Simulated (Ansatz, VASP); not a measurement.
One calculation of InSb, two programs

The input POSCAR:

```
InSb
1.0
    3.7689762106      0.0000000000      0.0000000000
    0.0000000000      3.7689762106      0.0000000000
    0.0000000000      0.0000000000      3.7689762106
In Sb
1 1
Direct
    0.0000000000      0.0000000000      0.0000000000
    0.5000000000      0.5000000000      0.5000000000
```

The input INCAR.step1:

```
SYSTEM = InSb
PREC = Accurate
ENCUT = 550
ISMEAR = -1
SIGMA = 0.02
LREAL = .FALSE.
LASPH = .TRUE.
NELM = 120
NBANDS = 16
GGA = PE
ALGO = Normal
EDIFF = 1E-5
LWAVE = .TRUE.
LCHARG = .FALSE.
GGA_COMPAT = .FALSE.
```

File INCAR.step2:

```
SYSTEM = InSb
PREC = Accurate
ENCUT = 550
EDIFF = 1E-6
ISMEAR = -1
SIGMA = 0.02
LREAL = .FALSE.
LASPH = .TRUE.
NELM = 120
ALGO = Normal
ISIF = 2
LWAVE = .FALSE.
LCHARG = .FALSE.
METAGGA = R2SCAN
LMIXTAU = .TRUE.
NBANDS = 16
ISTART = 1
GGA_COMPAT = .FALSE.
```

The input KPOINTS:

```
Automatic mesh
0
G
  8 8 8
  0 0 0
```

Input for Ansatz:

```yaml
crystal:
  lattice:
    - [3.7689762106, 0.0, 0.0]
    - [0.0, 3.7689762106, 0.0]
    - [0.0, 0.0, 3.7689762106]
  atoms:
    - { symbol: In, position: [0.0, 0.0, 0.0] }
    - { symbol: Sb, position: [0.5, 0.5, 0.5] }
kpoints:
  mp_grid: { grid: [8, 8, 8] }
  band_path:
    path:
      - [0.0, 0.0, 0.0]
      - [0.0, 0.5, 0.0]
      - [0.5, 0.5, 0.0]
      - [0.5, 0.5, 0.5]
      - [0.1, 0.5, 0.0]
    npoints: 1
hamiltonian:
  xc: r2scan
scf:
  occupations: { method: fermi_dirac, width: 0.02 }
  n_extra_bands: 4
output:
  forces: true
  stress: true
  eigenvalues: true
```

Alike in both runs: task single point; functional r2SCAN; k mesh 8 × 8 × 8; occupations fermi-dirac, width 0.02 eV; no spin polarisation.

|  | VASP | Ansatz |
| --- | --- | --- |
| version | VASP 6.6.1 | Ansatz 0.2.0 |
| potentials or method | VASP PAW PBE potentials, release 64 (In_d, Sb) | plane waves, PAW |
| plane-wave cutoff (eV) | 550 | 500 |
| valence electrons in the cell | 18 | 28 |

|  | VASP | Ansatz | Ansatz less VASP |
| --- | --- | --- | --- |
| pressure (GPa) | 0.4 | 0.4 | -0.02 |

VASP's potentials were made for PBE, not for r2SCAN. With one functional, cell and mesh, what is left measures potentials, basis and numerics. VASP's potentials hold 18 valence electrons a cell and Ansatz's 28, so a difference there can come from the potentials and not from the codes.

Spin-orbit coupling is off throughout.
